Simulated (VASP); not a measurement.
# ZnO (P6_3mc) in VASP: a series of runs, part 2 of 2

VASP 6.6.1. The steps go on from the part before.

### Step 4. Single point, LDA

The input, INCAR:

```
  PREC = Accurate
  ENCUT = 910
  EDIFF = 1E-6
  ISMEAR = 0
  SIGMA = 0.1
  LREAL = False
  LASPH = True
  NELM = 120
  ALGO = Normal
  ISIF = 2
  LWAVE = False
  LCHARG = False
  GGA = CA
  NBANDS = 26
  GGA_COMPAT = False
```

The input, KPOINTS:

```
Automatic mesh
0
Gamma
  6 6 4
```

The input, POSCAR:

```
ZnO
1.0
    3.2373510200      0.0000000000      0.0000000000
   -1.6186755100      2.8036282300      0.0000000000
    0.0000000000      0.0000000000      5.2220613000
Zn O
2 2
Direct
    0.6666666700      0.3333333300      0.5005917000
    0.3333333300      0.6666666700      0.0005917000
    0.6666666700      0.3333333300      0.8797183000
    0.3333333300      0.6666666700      0.3797183000
```

Potentials or basis: VASP PAW LDA potentials, release 64 (Zn, O_h).

Run with:

```
> cat potpaw_LDA.64/Zn/POTCAR potpaw_LDA.64/O_h/POTCAR > POTCAR
> mpirun -np 1 vasp_std > vasp.out
```

OUTCAR:

```text
PREC = Accurate
   ENCUT = 910
   EDIFF = 1E-6
   ISMEAR = 0
   LREAL = False
   LASPH = True
   NELM = 120
   ISIF = 2
   GGA = CA

 ion  position               nearest neighbor table
   1  0.667  0.333  0.501-   4 1.97   4 1.97   4 1.97   3 1.98
   2  0.333  0.667  0.001-   3 1.97   3 1.97   3 1.97   4 1.98
   3  0.667  0.333  0.880-   2 1.97   2 1.97   2 1.97   1 1.98
   4  0.333  0.667  0.380-   1 1.97   1 1.97   1 1.97   2 1.98

  LATTYP: Found a hexagonal cell.
 ALAT       =     3.2373510200
 C/A-ratio  =     1.6130661358

  Lattice vectors:

 A1 = (   3.2373510200,   0.0000000000,   0.0000000000)
 A2 = (  -1.6186755100,   2.8036282300,   0.0000000000)
 A3 = (   0.0000000000,   0.0000000000,   5.2220613000)

Analysis of symmetry for initial positions (statically):
=====================================================================
 Subroutine PRICEL returns:
 Original cell was already a primitive cell.

 Routine SETGRP: Setting up the symmetry group for a
 hexagonal supercell.

 Subroutine GETGRP returns: Found 12 space group operations
 (whereof  6 operations were pure point group operations)
 out of a pool of 24 trial point group operations.

The static configuration has the point symmetry C_3v.
 The point group associated with its full space group is C_6v.

Analysis of symmetry for dynamics (positions and initial velocities):
=====================================================================
 Subroutine PRICEL returns:
 Original cell was already a primitive cell.

 Routine SETGRP: Setting up the symmetry group for a
 hexagonal supercell.

 Subroutine GETGRP returns: Found 12 space group operations
 (whereof  6 operations were pure point group operations)
 out of a pool of 24 trial point group operations.

The dynamic configuration has the point symmetry C_3v.
 The point group associated with its full space group is C_6v.

 Subroutine INISYM returns: Found 12 space group operations
 (whereof  6 operations are pure point group operations),
[... 115 lines left out ...]
     AMIX     =   0.40;   BMIX     =  1.00
     AMIX_MAG =   1.60;   BMIX_MAG =  1.00
  volume/ion in A,a.u.               =      11.85        79.96
  Fermi-wavevector in a.u.,A,eV,Ry     =   1.493682  2.822650 30.355784  2.231087
  Thomas-Fermi vector in A             =   2.606052
   LORBIT       =      0    0 simple, 1 ext, 2 COOP (PROOUT), +10 PAW based schemes
   GGA     = CA    functional components
   LHFCALC =     F    Hartree Fock is set to
   AEXX    =    0.0000 exact exchange contribution
   IVDW    =     0    specifies the selected vdW correction
   LEPSILON=     F    determine dielectric tensor
   LRPA    =     F    only Hartree local field effects (RPA)
 non-spin polarized calculation
 Gauss-broadening in eV      SIGMA  =   0.10
  energy-cutoff  :      910.00
  volume of cell :       47.40
 maximum number of plane-waves:      2976
 NGX is ok and might be reduce to    32
   NGX = 15   NGY = 15   NGZ = 25

 number of electron      35.9999999 magnetization

 Free energy of the ion-electron system (eV)
  ---------------------------------------------------
  ext. energy  EPLUGINS =         0.00000000
  ---------------------------------------------------
  free energy    TOTEN  =       -21.14269030 eV

  energy without entropy =      -21.14269030  energy(sigma->0) =      -21.14269030

 E-fermi :   1.6251     XC(G=0): -11.4903

 val. band max:        1.2509157072   @ k =   0.0000   0.0000   0.0000
 cond. band min:       1.9908145068   @ k =   0.0000   0.0000   0.0000
 fundamental gap:      0.7398987996
 Fermi energy:         1.6251376637

 k-point     1 :       0.0000    0.0000    0.0000
  band No.  band energies     occupation
      1     -16.5899      2.00000
      2     -15.8177      2.00000
      3      -4.5472      2.00000
      4      -4.5472      2.00000
      5      -4.5040      2.00000
      6      -4.5003      2.00000
[... 598 lines left out ...]
     25      16.7413      0.00000
     26      16.7418      0.00000

------------------------ aborting loop because EDIFF is reached ----------------------------------------

  FORCE on cell =-STRESS in cart. coord.  units (eV):
  Direction    XX          YY          ZZ          XY          YZ          ZX
  --------------------------------------------------------------------------------------
  -------------------------------------------------------------------------------------
  Total       -1.7334063     -1.7334063     -1.6759365      0.0000000     -0.0000000      0.0000000
  in kB      -58.5947594    -58.5947597    -56.6520926      0.0000000     -0.0000000      0.0000000
  external PRESSURE =     -57.9472039 kB  Pullay stress =       0.0000000 kB

 VOLUME and BASIS-vectors are now :
 -----------------------------------------------------------------------------
  energy-cutoff  :      910.00
  volume of cell :       47.40
      direct lattice vectors                 reciprocal lattice vectors
     3.237351020  0.000000000  0.000000000     0.308894523  0.178340336  0.000000000
    -1.618675510  2.803628230  0.000000000     0.000000000  0.356680672  0.000000000
     0.000000000  0.000000000  5.222061300     0.000000000  0.000000000  0.191495263

 POSITION                                       TOTAL-FORCE (eV/Angst)
 -----------------------------------------------------------------------------------
      1.61868      0.93454      2.61412        -0.000000     -0.000000      0.002922
     -0.00000      1.86909      0.00309         0.000000      0.000000      0.002922
      1.61868      0.93454      4.59394        -0.000000     -0.000000     -0.002922
     -0.00000      1.86909      1.98291         0.000000      0.000000     -0.002922
 -----------------------------------------------------------------------------------
    total drift:                               -0.000026      0.000015      0.000148

  FREE ENERGIE OF THE ION-ELECTRON SYSTEM (eV)
  ---------------------------------------------------
  free  energy   TOTEN  =       -21.1426903013 eV

  energy  without entropy=      -21.1426903000  energy(sigma->0) =      -21.14269030
```

It took 30 s on 1 thread of AMD EPYC 9R45 (Zen 5), shared host; peak memory 0.18 GiB.

What came out:

```
Free energy            : -21.1427 eV
Pressure               : -5.8 GPa
Band gap on the k mesh : 0.74 eV, direct
```

Forces on the atoms (eV/Å):
```
Zn   0.000  0.000  0.003
Zn   0.000  0.000  0.003
O    0.000  0.000 -0.003
O    0.000  0.000 -0.003
```

Caveat: the cutoff is under 1.25 times the usual one of these potentials, so pressure, stress and relaxed cells hold a basis-set (Pulay) error. Expect the measured gap to be larger: semilocal functionals such as LDA lack the derivative discontinuity.

### Step 5. Summary

```csv
potentials or basis,cell,k mesh,cutoff (eV),smearing,second run,gap on the mesh (eV),pressure (GPa)
"VASP PAW LDA potentials, release 64 (Zn, O)","a = 3.237, b = 3.237, c = 5.222 Å, angles 90.0, 90.0, 120.0°, 4 atoms",6 × 6 × 4,520,gaussian 0.1 eV,-,0.74,-5.5
"VASP PAW LDA potentials, release 64 (Zn, O)","a = 3.187, b = 3.187, c = 5.152 Å, angles 90.0, 90.0, 120.0°, 4 atoms",12 × 12 × 6,520,gaussian 0.02 eV,-,0.81,1.1
"VASP PAW LDA potentials, release 64 (Zn, O_h)","a = 3.237, b = 3.237, c = 5.222 Å, angles 90.0, 90.0, 120.0°, 4 atoms",6 × 6 × 4,910,gaussian 0.1 eV,hard_potentials,0.74,-5.8
```

Alike in all rows: task single point; level LDA; no spin polarisation.

Caveats: the cutoff is under 1.25 times the usual one of these potentials, so pressure, stress and relaxed cells hold a basis-set (Pulay) error (some runs).

Absolute energies hang on the potentials; compare differences alone.
